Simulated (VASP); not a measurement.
# ZnS (P6_3mc) in VASP: further runs

Runs on ZnS. Level: PBEsol. Tasks: single point.

Everything below comes from runs of VASP 6.6.1. Logs are shortened: lines on timing, memory, paths and dates and some standing lists are left out, and cuts for length are marked.

## (1) The cell of the first run

It takes space group P6_3mc (No. 186, hexagonal). The conventional cell has a = 3.744 Å, b = 3.744 Å, c = 6.246 Å, α = 90.00°, β = 90.00°, γ = 120.00°. Zn (site symmetry 3m) has 4 S at 2.30 to 2.34 Å within 3.0 Å. Within 3.0 Å of S (site symmetry 3m) lie 4 Zn at 2.30 to 2.34 Å.

## (2) Single point, PBEsol (in-plane strain -0.01)

INCAR

```
  PREC = Accurate
  ENCUT = 520
  EDIFF = 1E-6
  ISMEAR = 0
  SIGMA = 0.01
  LREAL = F
  LASPH = T
  NELM = 80
  ALGO = Normal
  ISIF = 2
  LWAVE = F
  LCHARG = F
  GGA = PS
  NBANDS = 26
```

KPOINTS

```
regular mesh
0
Gamma
  6 6 4
```

POSCAR

```
ZnS
1.0
    3.7437623229      0.0000000000      0.0000000000
   -1.8718811615      3.2421932774      0.0000000000
    0.0000000000      0.0000000000      6.2462147787
Zn S
2 2
Direct
    0.3333333333      0.6666666667      0.0054423634
    0.6666666667      0.3333333333      0.5054423634
    0.3333333333      0.6666666667      0.3795576366
    0.6666666667      0.3333333333      0.8795576366
```

Potentials or basis: VASP PAW PBE potentials, release 64 (Zn, S).

Command:

```sh
cat potpaw_PBE.64/Zn/POTCAR potpaw_PBE.64/S/POTCAR > POTCAR
mpirun -np 1 vasp_std > vasp.out
```

OUTCAR:

```text
PREC = Accurate
   ENCUT = 520
   EDIFF = 1E-6
   ISMEAR = 0
   LREAL = F
   LASPH = T
   NELM = 80
   ISIF = 2
   GGA = PS

 ion  position               nearest neighbor table
   1  0.333  0.667  0.005-   4 2.30   4 2.30   4 2.30   3 2.34
   2  0.667  0.333  0.505-   3 2.30   3 2.30   3 2.30   4 2.34
   3  0.333  0.667  0.380-   2 2.30   2 2.30   2 2.30   1 2.34
   4  0.667  0.333  0.880-   1 2.30   1 2.30   1 2.30   2 2.34

  LATTYP: Found a hexagonal cell.
 ALAT       =     3.7437623229
 C/A-ratio  =     1.6684325125

  Lattice vectors:

 A1 = (   3.7437623229,   0.0000000000,   0.0000000000)
 A2 = (  -1.8718811615,   3.2421932774,   0.0000000000)
 A3 = (   0.0000000000,   0.0000000000,   6.2462147787)

Analysis of symmetry for initial positions (statically):
=====================================================================
 Subroutine PRICEL returns:
 Original cell was already a primitive cell.

 Routine SETGRP: Setting up the symmetry group for a
 hexagonal supercell.

 Subroutine GETGRP returns: Found 12 space group operations
 (whereof  6 operations were pure point group operations)
 out of a pool of 24 trial point group operations.

The static configuration has the point symmetry C_3v.
 The point group associated with its full space group is C_6v.

Analysis of symmetry for dynamics (positions and initial velocities):
=====================================================================
 Subroutine PRICEL returns:
 Original cell was already a primitive cell.

 Routine SETGRP: Setting up the symmetry group for a
 hexagonal supercell.

 Subroutine GETGRP returns: Found 12 space group operations
 (whereof  6 operations were pure point group operations)
 out of a pool of 24 trial point group operations.

The dynamic configuration has the point symmetry C_3v.
 The point group associated with its full space group is C_6v.

 Subroutine INISYM returns: Found 12 space group operations
 (whereof  6 operations are pure point group operations),
 and found     1 'primitive' translations

----------------------------------------------------------------------------------------

                                     Primitive cell

  volume of cell :      75.8166

  direct lattice vectors                    reciprocal lattice vectors
     3.743762323  0.000000000  0.000000000     0.267110974  0.154216593  0.000000000
    -1.871881161  3.242193277  0.000000000     0.000000000  0.308433185  0.000000000
     0.000000000  0.000000000  6.246214779     0.000000000  0.000000000  0.160096960

  length of vectors
     3.743762323  3.743762323  6.246214779     0.308433185  0.308433185  0.160096960

  position of ions in fractional coordinates (direct lattice)
     0.333333333  0.666666667  0.005442363
     0.666666667  0.333333333  0.505442363
     0.333333333  0.666666667  0.379557637
     0.666666667  0.333333333  0.879557637

  ion indices of the primitive-cell ions
   primitive index   ion index
                 1           1
                 2           2
                 3           3
                 4           4

----------------------------------------------------------------------------------------

 KPOINTS: regular mesh

Automatic generation of k-mesh.
 Grid dimensions read from file:
 generate k-points for:    6    6    4

 Generating k-lattice:

  Cartesian coordinates                     Fractional coordinates (reciprocal lattice)
     0.044518496  0.025702765  0.000000000     0.166666667  0.000000000  0.000000000
     0.000000000  0.051405531  0.000000000     0.000000000  0.166666667  0.000000000
     0.000000000  0.000000000  0.040024240     0.000000000  0.000000000  0.250000000

  Length of vectors
     0.051405531  0.051405531  0.040024240

  Shift w.r.t. Gamma in fractional coordinates (k-lattice)
     0.000000000  0.000000000  0.000000000

 Subroutine IBZKPT returns following result:
 ===========================================

 Found     21 irreducible k-points:

 Following reciprocal coordinates:
            Coordinates               Weight
  0.000000  0.000000  0.000000      1.000000
  0.166667 -0.000000  0.000000      6.000000
  0.333333 -0.000000  0.000000      6.000000
  0.500000  0.000000  0.000000      3.000000
  0.166667  0.166667  0.000000      6.000000
  0.333333  0.166667  0.000000     12.000000
[... 13 lines left out ...]
  0.333333  0.166667  0.500000     12.000000
  0.333333  0.333333  0.500000      2.000000
   k-points           NKPTS =     21   k-points in BZ     NKDIM =     21   number of bands    NBANDS=     26
   number of dos      NEDOS =    301   number of ions     NIONS =      4
   total plane-waves  NPLWV =  37632
   dimension x,y,z NGX =    28 NGY =   28 NGZ =   48
   dimension x,y,z NGXF=    56 NGYF=   56 NGZF=   96
   ions per type =               2   2
   NGX,Y,Z   is equivalent  to a cutoff of  12.43, 12.43, 12.78 a.u.
   NGXF,Y,Z  is equivalent  to a cutoff of  24.87, 24.87, 25.55 a.u.
 SYSTEM =  unknown system
   PREC   = accura    normal or accurate (medium, high low for compatibility)
   ISTART =      0    job   : 0-new  1-cont  2-samecut
   ICHARG =      2    charge: 1-file 2-atom 10-const
   ISPIN  =      1    spin polarized calculation?
   LNONCOLLINEAR =      F non collinear calculations
   LSORBIT =      F    spin-orbit coupling
   LASPH  =      T    aspherical Exc in radial PAW
   ENCUT  =  520.0 eV  38.22 Ry    6.18 a.u.   6.96  6.96 11.61*2*pi/ulx,y,z
   NELM   =     80;   NELMIN=  2; NELMDL= -5     # of ELM steps
   EDIFF  = 0.1E-05   stopping-criterion for ELM
   LREAL  =      F    real-space projection
[... 7 lines left out ...]
   TEBEG  =    0.0;   TEEND  =   0.0 temperature during run
   PSTRESS=    0.0 pullay stress
   NELECT =      36.0000    total number of electrons
   NUPDOWN=      -1.0000    fix difference up-down
   EMIN   =  10.00;   EMAX   =-10.00  energy-range for DOS
   EFERMI =   0.00;   METHOD = LEGACY
   ISMEAR =     0;   SIGMA  =   0.01  broadening in eV -4-tet -1-fermi 0-gaus
   EFERMI_NEDOS =   21; number of points for ismear=-14 and -15
   IALGO  =     38    algorithm
   IMIX   =      4    mixing-type and parameters
     AMIX     =   0.40;   BMIX     =  1.00
     AMIX_MAG =   1.60;   BMIX_MAG =  1.00
  volume/ion in A,a.u.               =      18.95       127.91
  Fermi-wavevector in a.u.,A,eV,Ry     =   1.277186  2.413532 22.193895  1.631205
  Thomas-Fermi vector in A             =   2.409800
   LORBIT       =      0    0 simple, 1 ext, 2 COOP (PROOUT), +10 PAW based schemes
   GGA     = PS    functional components
   LHFCALC =     F    Hartree Fock is set to
   AEXX    =    0.0000 exact exchange contribution
   IVDW    =     0    specifies the selected vdW correction
   LEPSILON=     F    determine dielectric tensor
   LRPA    =     F    only Hartree local field effects (RPA)
 non-spin polarized calculation
 Gauss-broadening in eV      SIGMA  =   0.01
  energy-cutoff  :      520.00
  volume of cell :       75.82
 maximum number of plane-waves:      2053
 NGX is ok and might be reduce to    28
   NGX = 13   NGY = 13   NGZ = 23

 number of electron      36.0000008 magnetization

 Free energy of the ion-electron system (eV)
  ---------------------------------------------------
  ext. energy  EPLUGINS =         0.00000000
  ---------------------------------------------------
  free energy    TOTEN  =       -15.15154193 eV

  energy without entropy =      -15.15154193  energy(sigma->0) =      -15.15154193

 E-fermi :   2.4810     XC(G=0): -10.0325

 val. band max:        2.4391120094   @ k =   0.0000   0.0000   0.0000
 cond. band min:       4.6197366617   @ k =   0.0000   0.0000   0.0000
 fundamental gap:      2.1806246523
 Fermi energy:         2.4810205804

 k-point     1 :       0.0000    0.0000    0.0000
  band No.  band energies     occupation
      1     -11.0554      2.00000
      2     -10.0717      2.00000
      3      -4.1302      2.00000
      4      -4.1260      2.00000
      5      -4.1260      2.00000
      6      -4.0431      2.00000
[... 18 lines left out ...]
     25      10.0729      0.00000
     26      11.5746      0.00000

 k-point     2 :       0.1667   -0.0000    0.0000
  band No.  band energies     occupation
      1     -10.8538      2.00000
      2      -9.9554      2.00000
      3      -4.1477      2.00000
      4      -4.0922      2.00000
      5      -4.0876      2.00000
      6      -4.0197      2.00000
[... 18 lines left out ...]
     25      10.5686      0.00000
     26      10.9285      0.00000

 k-point     3 :       0.3333   -0.0000    0.0000
  band No.  band energies     occupation
      1     -10.3671      2.00000
      2      -9.7403      2.00000
      3      -4.1522      2.00000
      4      -4.0441      2.00000
      5      -4.0284      2.00000
      6      -3.8782      2.00000
[... 18 lines left out ...]
     25      10.9503      0.00000
     26      12.2475      0.00000

 k-point     4 :       0.5000    0.0000    0.0000
  band No.  band energies     occupation
      1     -10.0288      2.00000
      2      -9.6868      2.00000
      3      -4.1283      2.00000
      4      -4.0101      2.00000
      5      -3.9227      2.00000
      6      -3.8575      2.00000
[... 18 lines left out ...]
     25      11.3600      0.00000
     26      13.9118      0.00000
[... 409 lines left out ...]
      1     -10.1637      2.00000
      2     -10.1637      2.00000
      3      -4.1361      2.00000
      4      -4.1361      2.00000
      5      -3.9955      2.00000
      6      -3.9955      2.00000
[... 18 lines left out ...]
     25      10.7723      0.00000
     26      10.7723      0.00000

 k-point    20 :       0.3333    0.1667    0.5000
  band No.  band energies     occupation
      1      -9.8544      2.00000
      2      -9.8544      2.00000
      3      -4.0866      2.00000
      4      -4.0866      2.00000
      5      -3.9227      2.00000
      6      -3.9227      2.00000
[... 18 lines left out ...]
     25      11.5811      0.00000
     26      11.5811      0.00000

 k-point    21 :       0.3333    0.3333    0.5000
  band No.  band energies     occupation
      1      -9.7480      2.00000
      2      -9.7480      2.00000
      3      -3.9869      2.00000
      4      -3.9869      2.00000
      5      -3.9647      2.00000
      6      -3.9647      2.00000
[... 18 lines left out ...]
     25      12.0980      0.00000
     26      12.0980      0.00000

------------------------ aborting loop because EDIFF is reached ----------------------------------------

  FORCE on cell =-STRESS in cart. coord.  units (eV):
  Direction    XX          YY          ZZ          XY          YZ          ZX
  --------------------------------------------------------------------------------------
  -------------------------------------------------------------------------------------
  Total        1.0787618      1.0787618     -0.1326217     -0.0000000      0.0000000      0.0000000
  in kB       22.7967040     22.7967040     -2.8026004     -0.0000000      0.0000000      0.0000000
  external PRESSURE =      14.2636026 kB  Pullay stress =       0.0000000 kB

 VOLUME and BASIS-vectors are now :
 -----------------------------------------------------------------------------
  energy-cutoff  :      520.00
  volume of cell :       75.82
      direct lattice vectors                 reciprocal lattice vectors
     3.743762323  0.000000000  0.000000000     0.267110974  0.154216593  0.000000000
    -1.871881161  3.242193277  0.000000000     0.000000000  0.308433185  0.000000000
     0.000000000  0.000000000  6.246214779     0.000000000  0.000000000  0.160096960

 POSITION                                       TOTAL-FORCE (eV/Angst)
 -----------------------------------------------------------------------------------
     -0.00000      2.16146      0.03399         0.000000     -0.000000      0.121472
      1.87188      1.08073      3.15710        -0.000000      0.000000      0.121472
     -0.00000      2.16146      2.37080        -0.000000     -0.000000     -0.121472
      1.87188      1.08073      5.49391         0.000000     -0.000000     -0.121472
 -----------------------------------------------------------------------------------
    total drift:                               -0.000001     -0.000001      0.000449

  FREE ENERGIE OF THE ION-ELECTRON SYSTEM (eV)
  ---------------------------------------------------
  free  energy   TOTEN  =       -15.1515419266 eV

  energy  without entropy=      -15.1515419265  energy(sigma->0) =      -15.15154193
```

It took 27 s on 1 thread of Intel Xeon Platinum 8259CL at 2.50GHz (Skylake/Cascade Lake), shared host; peak memory 0.19 GiB.

What came out:

| Quantity | Value |
| --- | --- |
| Free energy | -15.1515 eV |
| Pressure | 1.4 GPa |
| Largest force | 0.121 eV/Å |
| Band gap on the k mesh | 2.18 eV, direct |

Forces in eV/Å, atoms in the order of the input:
```
Zn   0.000  0.000  0.121
Zn   0.000  0.000  0.121
S    0.000  0.000 -0.121
S    0.000  0.000 -0.121
```

Caveat: the cell differs from its parent crystal (in-plane strain -0.01); the PAW data sets were made with another functional, which shifts forces and pressure a little.

## (3) Single point, PBEsol (in-plane strain -0.005, then relaxed in part)

INCAR

```
SYSTEM = ZnS
ALGO     = Normal         ! electronic algorithm
EDIFF    = 1E-7           ! SCF threshold, eV
ENCUT    = 520            ! plane-wave cutoff, eV
GGA      = PS             ! functional
ISIF     = 2              ! what is computed and relaxed
ISMEAR   = 0              ! smearing method
LASPH    = .TRUE.         ! aspherical terms in the spheres
LCHARG   = .TRUE.         ! write CHGCAR
LELF     = .TRUE.         ! ELF
LREAL    = .FALSE.        ! projectors in reciprocal space
LVHAR    = .TRUE.       
LWAVE    = .FALSE.        ! write WAVECAR
NBANDS   = 26             ! bands
NELM     = 60             ! most SCF steps
PREC     = Accurate       ! precision mode
SIGMA    = 0.01           ! smearing width, eV
```

KPOINTS

```
k-points
0
G
  6 6 4
  0 0 0
```

POSCAR

```
ZnS
1.0
    3.7626702135      0.0000000000      0.0000000000
   -1.8813351067      3.2585679909      0.0000000000
    0.0000000000      0.0000000000      6.2266746015
Zn S
2 2
Direct
    0.3333333333      0.6666666667      0.0062352880
    0.6666666667      0.3333333333      0.5062352880
    0.3333333333      0.6666666667      0.3787647120
    0.6666666667      0.3333333333      0.8787647120
```

Potentials or basis: VASP PAW PBE potentials, release 64 (Zn, S).

Command:

```sh
cat potpaw_PBE.64/Zn/POTCAR potpaw_PBE.64/S/POTCAR > POTCAR
mpirun -np 1 vasp_std > vasp.out
```

Run time: 35 s. Hardware: 1 thread of Intel Xeon Platinum 8259CL at 2.50GHz (Skylake/Cascade Lake), shared host; peak memory 0.2 GiB.

The run converged. Its results:

| Item | Value |
| --- | --- |
| Free energy | -15.1607 eV |
| Pressure | 0.8 GPa |
| Band gap on the k mesh | 2.17 eV, direct |

Stress tensor (GPa, compression positive):
```
1.05 0.00 0.00
0.00 1.05 0.00
0.00 0.00 0.21
```

Levels at points of the mesh, in eV from the valence-band top:
```tsv
k point	band 16	band 17	band 18	band 19	band 20	band 21
(0.00, 0.00, 0.00)	-0.14	0.00	0.00	2.17	3.10	6.22
(0.50, 0.00, 0.00)	-2.36	-1.85	-0.94	3.54	4.19	4.90
(0.00, 0.00, 0.50)	-0.49	-0.49	-0.49	3.55	3.55	6.69
(0.50, 0.00, 0.50)	-1.78	-1.71	-1.71	3.38	3.38	5.08
```

Caveat: the cell differs from its parent crystal (in-plane strain -0.005, then relaxed in part); the PAW data sets were made with another functional, which shifts forces and pressure a little.

## (4) Single point, PBEsol (in-plane strain -0.005)

INCAR

```
SYSTEM = ZnS
PREC = Accurate
ENCUT = 520
EDIFF = 1E-7
ISMEAR = 0
SIGMA = 0.01
LREAL = .False.
LASPH = .True.
NELM = 60
ALGO = Normal
ISIF = 2
LWAVE = .False.
LCHARG = .False.
GGA = PS
NBANDS = 26
```

KPOINTS

```
regular mesh
0
Gamma
  6 6 4
  0 0 0
```

POSCAR

```
ZnS
1.0
    3.7626702135      0.0000000000      0.0000000000
   -1.8813351067      3.2585679909      0.0000000000
    0.0000000000      0.0000000000      6.2275878957
Zn S
2 2
Direct
    0.3333333333      0.6666666667      0.0054423634
    0.6666666667      0.3333333333      0.5054423634
    0.3333333333      0.6666666667      0.3795576366
    0.6666666667      0.3333333333      0.8795576366
```

Command:

```sh
cat potpaw_PBE.64/Zn/POTCAR potpaw_PBE.64/S/POTCAR > POTCAR
mpirun -np 1 vasp_std > vasp.out
```

Run time: 34 s. Hardware: 1 thread of Intel Xeon Platinum 8259CL at 2.50GHz (Skylake/Cascade Lake), shared host; peak memory 0.19 GiB.

It converged, with:

```yaml
Free_energy: -15.1601 eV
Pressure: 0.8 GPa
Largest_force: 0.061 eV/Å
Band_gap_on_the_k_mesh: 2.17 eV, direct
```

Forces on the atoms (eV/Å):
```
Zn   0.000  0.000  0.061
Zn   0.000  0.000  0.061
S    0.000  0.000 -0.061
S    0.000  0.000 -0.061
```

Stress tensor (GPa, compression positive):
```
 1.21  0.00  0.00
 0.00  1.21  0.00
 0.00  0.00 -0.09
```

Levels at points of the mesh, in eV from the valence-band top:
```csv
k point,band 16,band 17,band 18,band 19,band 20,band 21
"(0.00, 0.00, 0.00)",-0.12,0.00,0.00,2.17,3.09,6.23
"(0.50, 0.00, 0.00)",-2.36,-1.83,-0.96,3.53,4.20,4.91
"(0.00, 0.00, 0.50)",-0.48,-0.48,-0.48,3.55,3.55,6.69
"(0.50, 0.00, 0.50)",-1.77,-1.71,-1.71,3.39,3.39,5.07
```

Caveat: the cell differs from its parent crystal (in-plane strain -0.005); the PAW data sets were made with another functional, which shifts forces and pressure a little.

(Part 1 of 2 ends here.)
